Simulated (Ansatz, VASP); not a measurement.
## Pt: VASP beside Ansatz

```
Pt
1.0
     0.00000    1.92087    1.92087
     1.92087    0.00000    1.92087
     1.92087    1.92087    0.00000
Pt
1
Cartesian
  0.0000 0.0000 0.0000
```

Alike in both runs: task single point; functional PBE0; k mesh 8 × 8 × 8; occupations fermi-dirac, width 0.05 eV; no spin polarisation.

|  | VASP | Ansatz |
| --- | --- | --- |
| version | VASP 6.6.1 | Ansatz 0.2.0 |
| potentials or method | VASP PAW PBE potentials, release 64 (Pt) | Ansatz PAW |
| plane-wave cutoff (eV) | 520 | 420 |
| valence electrons in the cell | 10 | 18 |

```csv
,VASP,Ansatz,Ansatz less VASP
gap on the k mesh at the Fermi level (eV),none,none,-
pressure (GPa),20.8,20.9,+0.03
```

A gap of «none» marks a metal or a gap that the smearing closes. VASP's potentials hold 10 valence electrons a cell and Ansatz's 18, so a difference there can come from the potentials and not from the codes.

Spin-orbit coupling is off throughout.
